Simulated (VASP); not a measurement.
# AlN (Pm) in VASP: further runs

AlN is run at these levels: LDA; tasks: single point.

All numbers are computed with VASP 6.6.1; they aren't measurements. Logs are shortened: lines on timing, memory, paths and dates and some standing lists are left out, and cuts for length are marked.

**1. The cell of the first run**

Symmetry: Pm, No. 6, monoclinic system. The conventional cell has a = 3.276 Å, b = 4.101 Å, c = 5.674 Å, α = 90.00°, β = 90.00°, γ = 90.00°. Within 1.7 Å of Al (site symmetry m) lie 1 N at 1.23 Å. Within 2.5 Å of Al (site symmetry m) lie 5 N at 1.89 to 2.05 Å. Al (site symmetry m) has 5 N at 1.89 to 2.05 Å within 2.5 Å. Within 2.5 Å of Al (site symmetry m) lie 5 N at 1.89 to 2.05 Å and 2 Al at 2.39 Å. N (site symmetry m) has 5 Al at 1.89 to 2.16 Å within 2.5 Å. N (site symmetry m) has 5 Al at 1.89 to 2.05 Å within 2.5 Å. N (site symmetry m) has 5 Al at 1.89 to 2.36 Å within 2.5 Å. N (site symmetry m) has 1 Al at 1.23 Å within 1.7 Å.

**2. Single point, LDA (atom 1 (Al) moved by -0.620 Å along [1 0 0] and -0.248 Å along [1 2 0])**

INCAR

```
  ALGO = Normal
  EDIFF = 1E-6
  ENCUT = 520
  ISIF = 2
  ISMEAR = 0
  LASPH = True
  LCHARG = True
  LELF = True
  LREAL = False
  LVHAR = True
  LWAVE = False
  NBANDS = 26
  NELM = 60
  PREC = Accurate
  SIGMA = 0.05
```

KPOINTS

```
k-points
0
Gamma
  8 6 4
```

POSCAR

```
AlN
1.0
   -1.6378403119      2.8368226349      0.0000000000
    0.0000000000      0.0000000000      4.1006264518
    4.9135209358      2.8368226349      0.0000000000
Al N
4 4
Direct
    0.5290705080      0.7500000000      0.0501744084
    1.0000000000      0.7500000000      0.6666666667
    0.0000000000      0.2500000000      0.3333333333
    0.5000000000      0.2500000000      0.8333333333
    0.5000000000      0.2500000000      0.1666666667
    1.0000000000      0.2500000000      0.6666666667
    0.0000000000      0.7500000000      0.3333333333
    0.5000000000      0.7500000000      0.8333333333
```

Potentials or basis: VASP PAW LDA potentials, release 64 (Al, N).

The run is started by

```bash
$ cat potpaw_LDA.64/Al/POTCAR potpaw_LDA.64/N/POTCAR > POTCAR
$ mpirun -np 1 vasp_std > vasp.out
```

OUTCAR:

```text
EDIFF = 1E-6
   ENCUT = 520
   ISIF = 2
   ISMEAR = 0
   LASPH = True
   LREAL = False
   NELM = 60
   PREC = Accurate

 ion  position               nearest neighbor table
   1  0.529  0.750  0.050-   8 1.23   5 2.16   5 2.16   7 2.23   7 2.36   4 2.39   4 2.39   2 2.67
                             2 2.78   3 3.03   3 3.03   3 3.13   3 3.13
   2  0.000  0.750  0.667-   8 1.89   8 1.89   7 1.89   6 2.05   6 2.05   1 2.67   1 2.78   4 2.79
                             4 2.79   4 2.79   4 2.79   3 2.79   3 2.79
   3  0.000  0.250  0.333-   5 1.89   5 1.89   6 1.89   7 2.05   7 2.05   2 2.79   2 2.79   1 3.03
                             1 3.03   1 3.13   1 3.13   4 3.28   4 3.28   4 3.28   4 3.28
   4  0.500  0.250  0.833-   6 1.89   6 1.89   5 1.89   8 2.05   8 2.05   1 2.39   1 2.39   2 2.79
                             2 2.79   2 2.79   2 2.79   3 3.28   3 3.28   3 3.28   3 3.28
   5  0.500  0.250  0.167-   3 1.89   3 1.89   4 1.89   1 2.16   1 2.16
   6  0.000  0.250  0.667-   4 1.89   4 1.89   3 1.89   2 2.05   2 2.05
   7  0.000  0.750  0.333-   2 1.89   3 2.05   3 2.05   1 2.23   1 2.36
   8  0.500  0.750  0.833-   1 1.23   2 1.89   2 1.89   4 2.05   4 2.05

 -----------------------------------------------------------------------------
|                                                                             |
|           W    W    AA    RRRRR   N    N  II  N    N   GGGG   !!!           |
|           W    W   A  A   R    R  NN   N  II  NN   N  G    G  !!!           |
|           W    W  A    A  R    R  N N  N  II  N N  N  G       !!!           |
|           W WW W  AAAAAA  RRRRR   N  N N  II  N  N N  G  GGG   !            |
|           WW  WW  A    A  R   R   N   NN  II  N   NN  G    G                |
|           W    W  A    A  R    R  N    N  II  N    N   GGGG   !!!           |
|                                                                             |
|     The distance between some ions is very small. Please check the          |
|     nearest-neighbor list in the OUTCAR file.                               |
|     I HOPE YOU KNOW WHAT YOU ARE DOING!                                     |
|                                                                             |
 -----------------------------------------------------------------------------

  LATTYP: Found a simple orthorhombic cell.
 ALAT       =     3.2756806238
 B/A-ratio  =     1.2518395176
 C/A-ratio  =     1.7320508076

  Lattice vectors:

 A1 = (  -1.6378403119,   2.8368226349,   0.0000000000)
 A2 = (   0.0000000000,   0.0000000000,   4.1006264518)
 A3 = (   4.9135209358,   2.8368226349,   0.0000000000)

Analysis of symmetry for initial positions (statically):
=====================================================================
 Subroutine PRICEL returns:
 Original cell was already a primitive cell.

 Routine SETGRP: Setting up the symmetry group for a
 simple orthorhombic supercell.

 Subroutine GETGRP returns: Found  2 space group operations
 (whereof  1 operations were pure point group operations)
 out of a pool of  8 trial point group operations.

The static configuration has the point symmetry C_1 .
 The point group associated with its full space group is C_1h.

Analysis of symmetry for dynamics (positions and initial velocities):
=====================================================================
 Subroutine PRICEL returns:
 Original cell was already a primitive cell.

 Routine SETGRP: Setting up the symmetry group for a
 simple orthorhombic supercell.

 Subroutine GETGRP returns: Found  2 space group operations
 (whereof  1 operations were pure point group operations)
 out of a pool of  8 trial point group operations.

The dynamic configuration has the point symmetry C_1 .
 The point group associated with its full space group is C_1h.

 Subroutine INISYM returns: Found  2 space group operations
 (whereof  1 operations are pure point group operations),
 and found     1 'primitive' translations

----------------------------------------------------------------------------------------

                                     Primitive cell

  volume of cell :      76.2103

  direct lattice vectors                    reciprocal lattice vectors
    -1.637840312  2.836822635  0.000000000    -0.152640033  0.264380293  0.000000000
     0.000000000  0.000000000  4.100626452     0.000000000  0.000000000  0.243865178
     4.913520936  2.836822635  0.000000000     0.152640033  0.088126764  0.000000000

  length of vectors
     3.275680624  4.100626452  5.673645270     0.305280067  0.243865178  0.176253529

[... 22 lines left out ...]

 KPOINTS: k-points

Automatic generation of k-mesh.
 Grid dimensions read from file:
 generate k-points for:    8    6    4

 Generating k-lattice:

  Cartesian coordinates                     Fractional coordinates (reciprocal lattice)
    -0.019080004  0.033047537  0.000000000     0.125000000  0.000000000  0.000000000
     0.000000000  0.000000000  0.040644196     0.000000000  0.166666667  0.000000000
     0.038160008  0.022031691  0.000000000     0.000000000  0.000000000  0.250000000

  Length of vectors
     0.038160008  0.040644196  0.044063382

  Shift w.r.t. Gamma in fractional coordinates (k-lattice)
     0.000000000  0.000000000  0.000000000

 Subroutine IBZKPT returns following result:
 ===========================================

 Found     72 irreducible k-points:

 Following reciprocal coordinates:
            Coordinates               Weight
  0.000000  0.000000  0.000000      1.000000
  0.125000  0.000000  0.000000      2.000000
  0.250000  0.000000  0.000000      2.000000
  0.375000  0.000000  0.000000      2.000000
  0.500000  0.000000  0.000000      1.000000
  0.000000  0.166667  0.000000      2.000000
[... 16 lines left out ...]
  0.125000  0.000000 -0.250000      2.000000
  0.250000  0.000000  0.250000      2.000000
 [... further k-points ...]
   k-points           NKPTS =     72   k-points in BZ     NKDIM =     72   number of bands    NBANDS=     26
   number of dos      NEDOS =    301   number of ions     NIONS =      8
   total plane-waves  NPLWV =  30240
   dimension x,y,z NGX =    24 NGY =   30 NGZ =   42
   dimension x,y,z NGXF=    48 NGYF=   60 NGZF=   84
   ions per type =               4   4
   NGX,Y,Z   is equivalent  to a cutoff of  12.18, 12.16, 12.31 a.u.
   NGXF,Y,Z  is equivalent  to a cutoff of  24.36, 24.32, 24.61 a.u.
 SYSTEM =  unknown system
   PREC   = accura    normal or accurate (medium, high low for compatibility)
   ISTART =      0    job   : 0-new  1-cont  2-samecut
   ICHARG =      2    charge: 1-file 2-atom 10-const
   ISPIN  =      1    spin polarized calculation?
   LNONCOLLINEAR =      F non collinear calculations
   LSORBIT =      F    spin-orbit coupling
   LASPH  =      T    aspherical Exc in radial PAW
   ENCUT  =  520.0 eV  38.22 Ry    6.18 a.u.   6.09  7.62 10.55*2*pi/ulx,y,z
   NELM   =     60;   NELMIN=  2; NELMDL= -5     # of ELM steps
   EDIFF  = 0.1E-05   stopping-criterion for ELM
   LREAL  =      F    real-space projection
   EDIFFG = 0.1E-04   stopping-criterion for IOM
   NSW    =      0    number of steps for IOM
   IBRION =     -1    ionic relax: 0-MD 1-quasi-New 2-CG
   NFREE  =      0    steps in history (QN), initial steepest desc. (CG)
   ISIF   =      2    stress and relaxation
   ISYM   =      2    0-nonsym 1-usesym 2-fastsym
   POTIM  = 0.5000    time-step for ionic-motion
   TEBEG  =    0.0;   TEEND  =   0.0 temperature during run
   PSTRESS=    0.0 pullay stress
   NELECT =      32.0000    total number of electrons
   NUPDOWN=      -1.0000    fix difference up-down
   EMIN   =  10.00;   EMAX   =-10.00  energy-range for DOS
   EFERMI =   0.00;   METHOD = LEGACY
   ISMEAR =     0;   SIGMA  =   0.05  broadening in eV -4-tet -1-fermi 0-gaus
   EFERMI_NEDOS =   21; number of points for ismear=-14 and -15
   IALGO  =     38    algorithm
   IMIX   =      4    mixing-type and parameters
     AMIX     =   0.40;   BMIX     =  1.00
     AMIX_MAG =   1.60;   BMIX_MAG =  1.00
  volume/ion in A,a.u.               =       9.53        64.29
  Fermi-wavevector in a.u.,A,eV,Ry     =   1.225896  2.316607 20.447110  1.502820
  Thomas-Fermi vector in A             =   2.360917
   LORBIT       =      0    0 simple, 1 ext, 2 COOP (PROOUT), +10 PAW based schemes
   GGA     = CA    functional components
   LHFCALC =     F    Hartree Fock is set to
   AEXX    =    0.0000 exact exchange contribution
   IVDW    =     0    specifies the selected vdW correction
   LEPSILON=     F    determine dielectric tensor
   LRPA    =     F    only Hartree local field effects (RPA)
 non-spin polarized calculation
 Gauss-broadening in eV      SIGMA  =   0.05
  energy-cutoff  :      520.00
  volume of cell :       76.21
 maximum number of plane-waves:      2088
   NGX = 13   NGY = 15   NGZ = 21

 number of electron      32.0000003 magnetization

 Free energy of the ion-electron system (eV)
  ---------------------------------------------------
  ext. energy  EPLUGINS =         0.00000000
  ---------------------------------------------------
  free energy    TOTEN  =       -52.88764616 eV

  energy without entropy =      -52.88764616  energy(sigma->0) =      -52.88764616

 E-fermi :   9.2011     XC(G=0): -11.6472

 val. band max:        8.9270793838   @ k =  -0.0000   0.0000   0.5000
 cond. band min:      10.0676069138   @ k =   0.0000   0.0000   0.0000
 fundamental gap:      1.1405275299
 Fermi energy:         9.2010718123

 k-point     1 :       0.0000    0.0000    0.0000
  band No.  band energies     occupation
      1      -9.8029      2.00000
      2      -6.6315      2.00000
      3      -6.2607      2.00000
      4      -3.8163      2.00000
      5      -0.1908      2.00000
      6       1.5420      2.00000
[... 685 lines left out ...]
     25      17.7950      0.00000
     26      18.1430      0.00000

 [... further k-points ...]
[... 5 lines left out ...]
  --------------------------------------------------------------------------------------
  -------------------------------------------------------------------------------------
  Total       38.9024812     17.9838995      1.3486195     26.8423392      0.0000000      0.0000000
  in kB      817.8505380    378.0772179     28.3521553    564.3090328      0.0000000      0.0000000
  external PRESSURE =     408.0933037 kB  Pullay stress =       0.0000000 kB

 VOLUME and BASIS-vectors are now :
 -----------------------------------------------------------------------------
  energy-cutoff  :      520.00
  volume of cell :       76.21
      direct lattice vectors                 reciprocal lattice vectors
    -1.637840312  2.836822635  0.000000000    -0.152640033  0.264380293  0.000000000
     0.000000000  0.000000000  4.100626452     0.000000000  0.000000000  0.243865178
     4.913520936  2.836822635  0.000000000     0.152640033  0.088126764  0.000000000

 POSITION                                       TOTAL-FORCE (eV/Angst)
 -----------------------------------------------------------------------------------
     -0.62000      1.64322      3.07547        47.947265     31.597452      0.000000
      3.27568      1.89122      3.07547        -3.430109     -1.828853      0.000000
      1.63784      0.94561      1.02516        -0.854377     -0.411048      0.000000
      3.27568      3.78243      1.02516        -0.621971     -0.609335      0.000000
      0.00000      1.89122      1.02516        -2.932662     -1.396332      0.000000
      3.27568      1.89122      1.02516         1.438290      0.828949      0.000000
      1.63784      0.94561      3.07547        -1.165674     -0.819220      0.000000
      3.27568      3.78243      3.07547       -40.380762    -27.361614      0.000000
 -----------------------------------------------------------------------------------
    total drift:                               -0.000978     -0.000685     -0.000000

  FREE ENERGIE OF THE ION-ELECTRON SYSTEM (eV)
  ---------------------------------------------------
  free  energy   TOTEN  =       -52.8876461616 eV

  energy  without entropy=      -52.8876461616  energy(sigma->0) =      -52.88764616
```

It took 1.9 min on 1 thread of Intel Xeon Platinum 8488C (Sapphire Rapids), shared host; peak memory 0.21 GiB.

What came out:

```yaml
Free_energy: -52.8876 eV
Pressure: 40.8 GPa
Largest_force: 57.422 eV/Å
Band_gap_on_the_k_mesh: 1.14 eV (least direct gap 1.21 eV)
```

Forces in eV/Å, atoms in the order of the input:
```
Al   47.947  31.597   0.000
Al   -3.430  -1.829   0.000
Al   -0.854  -0.411   0.000
Al   -0.622  -0.609   0.000
N    -2.933  -1.396   0.000
N     1.438   0.829   0.000
N    -1.166  -0.819   0.000
N   -40.381 -27.362   0.000
```

Caveat: the cell differs from its parent crystal (atom 1 (Al) moved by -0.620 Å along [1 0 0] and -0.248 Å along [1 2 0]); atoms lie so close that the PAW spheres overlap strongly, which falsifies energies and pressures; the cell stands under pressure; forces of over 1 eV/Å act on the atoms, so gaps and moduli don't describe the material at rest. A k mesh can miss the band edges.

**3. Single point, LDA (atom 1 (Al) moved by -0.248 Å along [1 0 0] and -0.124 Å along [1 2 0])**

INCAR

```
PREC     = Accurate       # precision mode
ENCUT    = 520            # plane-wave cutoff, eV
EDIFF    = 1E-6           # SCF threshold, eV
ISMEAR   = 0              # smearing method
SIGMA    = 0.05           # smearing width, eV
LREAL    = F              # projectors in reciprocal space
LASPH    = T              # aspherical terms in the spheres
NELM     = 100            # most SCF steps
ALGO     = Normal         # electronic algorithm
ISIF     = 2              # what is computed and relaxed
LWAVE    = F              # write WAVECAR
LCHARG   = F              # write CHGCAR
GGA      = CA             # functional
NBANDS   = 26             # bands
```

KPOINTS

```
regular mesh
0
Gamma
  8 6 4
```

Changes to POSCAR since step 2:

```diff
@@ -8,3 +8,3 @@
 Direct
-    0.5290705080      0.7500000000      0.0501744084
+    0.5050715719      0.7500000000      0.1178842196
     1.0000000000      0.7500000000      0.6666666667
```

Potentials or basis: VASP PAW LDA potentials, release 64 (Al, N).

The run is started by

```bash
$ cat potpaw_LDA.64/Al/POTCAR potpaw_LDA.64/N/POTCAR > POTCAR
$ mpirun -np 1 vasp_std > vasp.out
```

Run time: 2.1 min. Hardware: 1 thread of Intel Xeon Platinum 8488C (Sapphire Rapids), shared host; peak memory 0.22 GiB.

Results (log left out):

- Free energy: -63.7655 eV
- Pressure: 5.4 GPa
- Largest force: 10.150 eV/Å
- Band gap on the k mesh: 3.13 eV

Forces in eV/Å, atoms in the order of the input:
```
Al   8.827  5.010  0.000
Al  -1.362 -0.775  0.000
Al  -0.261 -0.119  0.000
Al  -0.284 -0.187  0.000
N   -1.194 -0.642  0.000
N    0.588  0.342  0.000
N   -1.126 -0.596  0.000
N   -5.189 -3.033  0.000
```

Stress tensor (GPa, compression positive):
```
12.81  9.42  0.00
 9.42  2.69  0.00
 0.00  0.00  0.77
```

Levels at points of the mesh, in eV from the valence-band top:
```tsv
k point	band 13	band 14	band 15	band 16	band 17	band 18	band 19	band 20
(0.00, 0.00, 0.00)	-2.14	-1.75	-0.58	0.00	3.13	3.90	4.63	7.15
(0.50, 0.00, 0.00)	-2.85	-2.43	-2.24	-2.09	5.18	5.30	5.74	5.94
(0.00, 0.50, 0.00)	-2.53	-1.68	-1.58	-1.49	4.46	4.99	5.80	6.11
(0.50, 0.50, 0.00)	-1.58	-1.29	-0.74	-0.63	5.70	5.75	6.29	6.52
(0.00, 0.00, 0.50)	-2.00	-1.70	-0.83	-0.50	4.13	5.04	6.17	6.34
(0.50, 0.00, 0.50)	-3.03	-2.70	-1.57	-1.33	3.46	4.03	6.60	7.28
(0.00, 0.50, 0.50)	-2.28	-1.62	-1.56	-1.50	4.34	5.15	5.41	6.17
(0.50, 0.50, 0.50)	-2.39	-2.14	-1.37	-1.28	4.69	4.84	5.31	5.56
```

Caveat: the cell differs from its parent crystal (atom 1 (Al) moved by -0.248 Å along [1 0 0] and -0.124 Å along [1 2 0]); the cell stands under pressure; forces of over 1 eV/Å act on the atoms, so gaps and moduli don't describe the material at rest. A k mesh can miss the band edges.
